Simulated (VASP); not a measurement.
# YAl5N6 (P31m) in VASP: single point with PBE

Aim: the single point of YAl5N6 with PBE.

Everything below comes from runs of VASP 6.6.1. Logs are shortened: lines on timing, memory, paths and dates and some standing lists are left out, and cuts for length are marked.

### 1 The cell of the first run

Symmetry: P31m, No. 157, trigonal system. Conventional cell: a = 5.635 Å, b = 5.635 Å, c = 5.099 Å, α = 90.00°, β = 90.00°, γ = 120.00°. Within 3.6 Å of Y (site symmetry 3m) lie 8 N at 2.23 to 3.50 Å and 12 Al at 3.12 to 3.33 Å. Al (site symmetry 3) has 4 N at 1.86 to 1.92 Å within 2.5 Å. Al (site symmetry m) has 4 N at 1.90 to 1.99 Å within 2.5 Å. N (site symmetry 3) has 4 Al at 1.92 to 1.95 Å within 2.6 Å. N (site symmetry 3m) has 3 Al at 1.99 Å and 1 Y at 2.38 Å within 2.6 Å. N (site symmetry m) has 3 Al at 1.86 to 1.90 Å and 1 Y at 2.23 Å within 2.5 Å.

### 2 Single point, PBE

Contents of INCAR:

```
SYSTEM = YAl5N6
PREC     = Accurate       ! precision mode
ENCUT    = 520            ! plane-wave cutoff, eV
EDIFF    = 1E-6           ! SCF threshold, eV
ISMEAR   = 0              ! smearing method
SIGMA    = 0.02           ! smearing width, eV
LREAL    = .False.        ! projectors in reciprocal space
LASPH    = .True.         ! aspherical terms in the spheres
NELM     = 80             ! most SCF steps
ALGO     = Normal         ! electronic algorithm
ISIF     = 2              ! what is computed and relaxed
LWAVE    = .False.        ! write WAVECAR
LCHARG   = .False.        ! write CHGCAR
GGA      = PE             ! functional
NBANDS   = 40             ! bands
```

Contents of KPOINTS:

```
regular mesh
0
Gamma
  6 6 6
  0 0 0
```

Contents of POSCAR:

```
YAl5N6
1.0
    5.6351683959      0.0000000000      0.0000000000
   -2.8175841979      4.8801989855      0.0000000000
    0.0000000000      0.0000000000      5.0988760066
Y Al N
1 5 6
Direct
    0.0000000000      0.0000000000      0.9751444611
    0.6666666667      0.3333333333      0.9965618272
    0.3333333333      0.6666666667      0.9965618272
    0.0000000000      0.3496658774      0.5019756598
    0.6503341226      0.6503341226      0.5019756598
    0.3496658774      0.0000000000      0.5019756598
    0.6666666667      0.3333333333      0.3737917702
    0.3333333333      0.6666666667      0.3737917702
    0.0000000000      0.0000000000      0.4424600939
    0.0000000000      0.3852308155      0.8719204236
    0.6147691845      0.6147691845      0.8719204236
    0.3852308155      0.0000000000      0.8719204236
```

Potentials or basis: VASP PAW PBE potentials, release 64 (Y_sv, Al, N).

Command:

```sh
> cat potpaw_PBE.64/Y_sv/POTCAR potpaw_PBE.64/Al/POTCAR potpaw_PBE.64/N/POTCAR > POTCAR
> mpirun -np 1 vasp_std > vasp.out
```

OUTCAR:

```text
SYSTEM = YAl5N6
   PREC = Accurate
   ENCUT = 520
   EDIFF = 1E-6
   ISMEAR = 0
   LREAL = .False.
   LASPH = .True.
   NELM = 80
   ISIF = 2
   GGA = PE

 ion  position               nearest neighbor table
   1  0.000  0.000  0.975-  12 2.23  10 2.23  11 2.23   9 2.38   9 2.72   6 3.12   4 3.12   5 3.12
                             2 3.26   3 3.26   2 3.26   3 3.26   2 3.26   3 3.26   6 3.33   4 3.33
   2  0.667  0.333  0.997-  10 1.86  12 1.86  11 1.86   7 1.92   4 3.12   6 3.12   5 3.12   4 3.16
                             6 3.16   5 3.16   3 3.25   3 3.25   3 3.25   1 3.26   1 3.26   1 3.26
   3  0.333  0.667  0.997-  12 1.86  10 1.86  11 1.86   8 1.92   6 3.12   4 3.12   5 3.12   6 3.16
                             4 3.16   5 3.16   2 3.25   2 3.25   2 3.25   1 3.26   1 3.26   1 3.26
   4  0.000  0.350  0.502-  10 1.90   7 1.95   8 1.95   9 1.99   1 3.12   2 3.12   3 3.12   2 3.16
                             3 3.16   5 3.18   5 3.18   6 3.18   6 3.18   1 3.33
   5  0.650  0.650  0.502-  11 1.90   8 1.95   7 1.95   9 1.99   1 3.12   3 3.12   2 3.12   3 3.16
                             2 3.16   4 3.18   6 3.18   4 3.18   6 3.18   1 3.33
   6  0.350  0.000  0.502-  12 1.90   8 1.95   7 1.95   9 1.99   1 3.12   3 3.12   2 3.12   3 3.16
                             2 3.16   5 3.18   4 3.18   5 3.18   4 3.18   1 3.33
   7  0.667  0.333  0.374-   2 1.92   4 1.95   6 1.95   5 1.95
   8  0.333  0.667  0.374-   3 1.92   6 1.95   4 1.95   5 1.95
   9  0.000  0.000  0.442-   6 1.99   4 1.99   5 1.99   1 2.38   1 2.72
  10  0.000  0.385  0.872-   2 1.86   3 1.86   4 1.90   1 2.23
  11  0.615  0.615  0.872-   3 1.86   2 1.86   5 1.90   1 2.23
  12  0.385  0.000  0.872-   3 1.86   2 1.86   6 1.90   1 2.23

  LATTYP: Found a hexagonal cell.
 ALAT       =     5.6351683959
 C/A-ratio  =     0.9048311689

  Lattice vectors:

 A1 = (   5.6351683959,   0.0000000000,   0.0000000000)
 A2 = (  -2.8175841979,   4.8801989855,   0.0000000000)
 A3 = (   0.0000000000,   0.0000000000,   5.0988760066)

Analysis of symmetry for initial positions (statically):
=====================================================================
 Subroutine PRICEL returns:
 Original cell was already a primitive cell.

 Routine SETGRP: Setting up the symmetry group for a
 hexagonal supercell.

 Subroutine GETGRP returns: Found  6 space group operations
 (whereof  6 operations were pure point group operations)
 out of a pool of 24 trial point group operations.

The static configuration has the point symmetry C_3v.

Analysis of symmetry for dynamics (positions and initial velocities):
=====================================================================
 Subroutine PRICEL returns:
 Original cell was already a primitive cell.

 Routine SETGRP: Setting up the symmetry group for a
 hexagonal supercell.

 Subroutine GETGRP returns: Found  6 space group operations
 (whereof  6 operations were pure point group operations)
 out of a pool of 24 trial point group operations.

The dynamic configuration has the point symmetry C_3v.

 Subroutine INISYM returns: Found  6 space group operations
 (whereof  6 operations are pure point group operations),
 and found     1 'primitive' translations

----------------------------------------------------------------------------------------

                                     Primitive cell

  volume of cell :     140.2229

  direct lattice vectors                    reciprocal lattice vectors
     5.635168396  0.000000000  0.000000000     0.177456986  0.102454839  0.000000000
    -2.817584198  4.880198985  0.000000000     0.000000000  0.204909677  0.000000000
     0.000000000  0.000000000  5.098876007     0.000000000  0.000000000  0.196121655

  length of vectors
     5.635168396  5.635168396  5.098876007     0.204909677  0.204909677  0.196121655

  position of ions in fractional coordinates (direct lattice)
     0.000000000  0.000000000  0.975144461
     0.666666667  0.333333333  0.996561827
     0.333333333  0.666666667  0.996561827
     1.000000000  0.349665877  0.501975660
     0.650334123  0.650334123  0.501975660
     0.349665877  0.000000000  0.501975660
     0.666666667  0.333333333  0.373791770
     0.333333333  0.666666667  0.373791770
     0.000000000  0.000000000  0.442460094
     1.000000000  0.385230816  0.871920424
     0.614769184  0.614769184  0.871920424
     0.385230816  0.000000000  0.871920424

  ion indices of the primitive-cell ions
   primitive index   ion index
                 1           1
                 2           2
                 3           3
                 4           4
                 5           5
                 6           6
                 7           7
                 8           8
                 9           9
                10          10
                11          11
                12          12

----------------------------------------------------------------------------------------

 KPOINTS: regular mesh

Automatic generation of k-mesh.
 Grid dimensions read from file:
 generate k-points for:    6    6    6

 Generating k-lattice:

  Cartesian coordinates                     Fractional coordinates (reciprocal lattice)
     0.029576164  0.017075806  0.000000000     0.166666667 -0.000000000  0.000000000
     0.000000000  0.034151613  0.000000000     0.000000000  0.166666667  0.000000000
     0.000000000  0.000000000  0.032686942     0.000000000  0.000000000  0.166666667

  Length of vectors
     0.034151613  0.034151613  0.032686942

  Shift w.r.t. Gamma in fractional coordinates (k-lattice)
     0.000000000  0.000000000  0.000000000

 Subroutine IBZKPT returns following result:
 ===========================================

 Found     34 irreducible k-points:

 Following reciprocal coordinates:
            Coordinates               Weight
  0.000000  0.000000  0.000000      1.000000
  0.166667  0.000000  0.000000      6.000000
  0.333333  0.000000  0.000000      6.000000
  0.500000  0.000000  0.000000      3.000000
  0.166667  0.166667  0.000000      6.000000
  0.333333  0.166667  0.000000     12.000000
[... 16 lines left out ...]
 -0.166667  0.333333  0.333333      6.000000
  0.333333  0.166667  0.333333     12.000000
 [... further k-points ...]
   k-points           NKPTS =     34   k-points in BZ     NKDIM =     34   number of bands    NBANDS=     40
   number of dos      NEDOS =    301   number of ions     NIONS =     12
   total plane-waves  NPLWV =  70560
   dimension x,y,z NGX =    42 NGY =   42 NGZ =   40
   dimension x,y,z NGXF=    84 NGYF=   84 NGZF=   80
   ions per type =               1   5   6
   NGX,Y,Z   is equivalent  to a cutoff of  12.39, 12.39, 13.04 a.u.
   NGXF,Y,Z  is equivalent  to a cutoff of  24.78, 24.78, 26.08 a.u.
 SYSTEM =  YAl5N6
   PREC   = accura    normal or accurate (medium, high low for compatibility)
   ISTART =      0    job   : 0-new  1-cont  2-samecut
   ICHARG =      2    charge: 1-file 2-atom 10-const
   ISPIN  =      1    spin polarized calculation?
   LNONCOLLINEAR =      F non collinear calculations
   LSORBIT =      F    spin-orbit coupling
   LASPH  =      T    aspherical Exc in radial PAW
   ENCUT  =  520.0 eV  38.22 Ry    6.18 a.u.  10.48 10.48  9.48*2*pi/ulx,y,z
   NELM   =     80;   NELMIN=  2; NELMDL= -5     # of ELM steps
   EDIFF  = 0.1E-05   stopping-criterion for ELM
   LREAL  =      F    real-space projection
   EDIFFG = 0.1E-04   stopping-criterion for IOM
   NSW    =      0    number of steps for IOM
   IBRION =     -1    ionic relax: 0-MD 1-quasi-New 2-CG
   NFREE  =      0    steps in history (QN), initial steepest desc. (CG)
   ISIF   =      2    stress and relaxation
   ISYM   =      2    0-nonsym 1-usesym 2-fastsym
   POTIM  = 0.5000    time-step for ionic-motion
   TEBEG  =    0.0;   TEEND  =   0.0 temperature during run
   PSTRESS=    0.0 pullay stress
   NELECT =      56.0000    total number of electrons
   NUPDOWN=      -1.0000    fix difference up-down
   EMIN   =  10.00;   EMAX   =-10.00  energy-range for DOS
   EFERMI =   0.00;   METHOD = LEGACY
   ISMEAR =     0;   SIGMA  =   0.02  broadening in eV -4-tet -1-fermi 0-gaus
   EFERMI_NEDOS =   21; number of points for ismear=-14 and -15
   IALGO  =     38    algorithm
   IMIX   =      4    mixing-type and parameters
     AMIX     =   0.40;   BMIX     =  1.00
     AMIX_MAG =   1.60;   BMIX_MAG =  1.00
  volume/ion in A,a.u.               =      11.69        78.86
  Fermi-wavevector in a.u.,A,eV,Ry     =   1.205585  2.278226 19.775190  1.453435
  Thomas-Fermi vector in A             =   2.341277
   LORBIT       =      0    0 simple, 1 ext, 2 COOP (PROOUT), +10 PAW based schemes
   GGA     = PE    functional components
   LHFCALC =     F    Hartree Fock is set to
   AEXX    =    0.0000 exact exchange contribution
   IVDW    =     0    specifies the selected vdW correction
   LEPSILON=     F    determine dielectric tensor
   LRPA    =     F    only Hartree local field effects (RPA)
 non-spin polarized calculation
 Gauss-broadening in eV      SIGMA  =   0.02
  energy-cutoff  :      520.00
  volume of cell :      140.22
 maximum number of plane-waves:      3811
 NGX is ok and might be reduce to    42
   NGX = 21   NGY = 21   NGZ = 19

 number of electron      56.0000005 magnetization

 Free energy of the ion-electron system (eV)
  ---------------------------------------------------
  ext. energy  EPLUGINS =         0.00000000
  ---------------------------------------------------
  free energy    TOTEN  =       -91.66409246 eV

  energy without entropy =      -91.66409246  energy(sigma->0) =      -91.66409246

 E-fermi :   5.4820     XC(G=0): -10.7161

 val. band max:        5.2892359202   @ k =   0.5000   0.0000   0.0000
 cond. band min:       8.5941660863   @ k =   0.0000   0.0000   0.0000
 fundamental gap:      3.3049301661
 Fermi energy:         5.4819522041

 k-point     1 :       0.0000    0.0000    0.0000
  band No.  band energies     occupation
      1     -34.9620      2.00000
      2     -15.2495      2.00000
      3     -15.2495      2.00000
      4     -15.1498      2.00000
      5      -9.3850      2.00000
      6      -7.5212      2.00000
[... 32 lines left out ...]
     39      14.3614      0.00000
     40      14.8101      0.00000

 k-point     2 :       0.1667    0.0000    0.0000
  band No.  band energies     occupation
      1     -34.9620      2.00000
      2     -15.2573      2.00000
      3     -15.2514      2.00000
      4     -15.1493      2.00000
      5      -9.2721      2.00000
      6      -7.6801      2.00000
[... 32 lines left out ...]
     39      14.0692      0.00000
     40      14.5004      0.00000

 k-point     3 :       0.3333    0.0000    0.0000
  band No.  band energies     occupation
      1     -34.9619      2.00000
      2     -15.2724      2.00000
      3     -15.2551      2.00000
      4     -15.1483      2.00000
      5      -8.9644      2.00000
      6      -8.0409      2.00000
[... 853 lines left out ...]
  band No.  band energies     occupation
      1     -34.9616      2.00000
      2     -15.2646      2.00000
      3     -15.2534      2.00000
      4     -15.1999      2.00000
      5      -8.7006      2.00000
      6      -7.8348      2.00000
[... 32 lines left out ...]
     39      13.5872      0.00000
     40      14.2610      0.00000

 k-point    24 :       0.3333    0.1667    0.3333
  band No.  band energies     occupation
      1     -34.9615      2.00000
      2     -15.2730      2.00000
      3     -15.2584      2.00000
      4     -15.1987      2.00000
      5      -8.4058      2.00000
      6      -8.0004      2.00000
[... 32 lines left out ...]
     39      13.9440      0.00000
     40      14.2232      0.00000

 [... further k-points ...]

------------------------ aborting loop because EDIFF is reached ----------------------------------------

  FORCE on cell =-STRESS in cart. coord.  units (eV):
  Direction    XX          YY          ZZ          XY          YZ          ZX
  --------------------------------------------------------------------------------------
  -------------------------------------------------------------------------------------
  Total       -0.2367422     -0.2367422     -0.1901631     -0.0000000      0.0000000      0.0000000
  in kB       -2.7050012     -2.7050012     -2.1727911     -0.0000000      0.0000000      0.0000000
  external PRESSURE =      -2.5275979 kB  Pullay stress =       0.0000000 kB

 VOLUME and BASIS-vectors are now :
 -----------------------------------------------------------------------------
  energy-cutoff  :      520.00
  volume of cell :      140.22
      direct lattice vectors                 reciprocal lattice vectors
     5.635168396  0.000000000  0.000000000     0.177456986  0.102454839  0.000000000
    -2.817584198  4.880198985  0.000000000     0.000000000  0.204909677  0.000000000
     0.000000000  0.000000000  5.098876007     0.000000000  0.000000000  0.196121655

 POSITION                                       TOTAL-FORCE (eV/Angst)
 -----------------------------------------------------------------------------------
      0.00000      0.00000      4.97214        -0.000000     -0.000000     -0.006572
      2.81758      1.62673      5.08135        -0.000000     -0.000000      0.000480
     -0.00000      3.25347      5.08135        -0.000000     -0.000000      0.000480
     -0.98521      1.70644      2.55951         0.001486     -0.002574      0.003806
      1.83237      3.17376      2.55951         0.001486      0.002574      0.003806
      1.97043      0.00000      2.55951        -0.002972     -0.000000      0.003806
      2.81758      1.62673      1.90592        -0.000000     -0.000000     -0.006922
     -0.00000      3.25347      1.90592        -0.000000     -0.000000     -0.006922
      0.00000      0.00000      2.25605        -0.000000     -0.000000     -0.005989
     -1.08542      1.88000      4.44581        -0.002166      0.003752      0.004676
      1.73216      3.00020      4.44581        -0.002166     -0.003752      0.004676
      2.17084      0.00000      4.44581         0.004333     -0.000000      0.004676
 -----------------------------------------------------------------------------------
    total drift:                                0.000001      0.000001      0.002451

  FREE ENERGIE OF THE ION-ELECTRON SYSTEM (eV)
  ---------------------------------------------------
  free  energy   TOTEN  =       -91.6640924648 eV

  energy  without entropy=      -91.6640924648  energy(sigma->0) =      -91.66409246
```

Wall time 7.2 min (1 thread of Intel Xeon 8259CL, shared host); peak memory 0.36 GiB.

What came out:

```
Free energy            : -91.6641 eV
Pressure               : -0.3 GPa
Largest force          : 0.007 eV/Å
Band gap on the k mesh : 3.31 eV (least direct gap 3.47 eV)
```

Forces in eV/Å, atoms in the order of the input:
```
Y    0.000  0.000 -0.007
Al   0.000  0.000  0.000
Al   0.000  0.000  0.000
Al   0.001 -0.003  0.004
Al   0.001  0.003  0.004
Al  -0.003  0.000  0.004
N    0.000  0.000 -0.007
N    0.000  0.000 -0.007
N    0.000  0.000 -0.006
N   -0.002  0.004  0.005
N   -0.002 -0.004  0.005
N    0.004  0.000  0.005
```

Levels at points of the mesh, in eV from the valence-band top:
```tsv
k point	band 25	band 26	band 27	band 28	band 29	band 30	band 31	band 32
(0.00, 0.00, 0.00)	-0.56	-0.55	-0.55	-0.16	3.31	3.67	3.67	5.54
(0.50, 0.00, 0.00)	-0.82	-0.77	-0.41	0.00	4.14	4.56	4.67	5.60
(0.00, 0.00, 0.50)	-0.92	-0.54	-0.54	-0.40	4.90	4.90	4.95	5.36
(0.50, 0.00, 0.50)	-1.09	-0.98	-0.70	-0.07	4.42	4.79	5.29	5.43
```

A k mesh can miss the band edges.
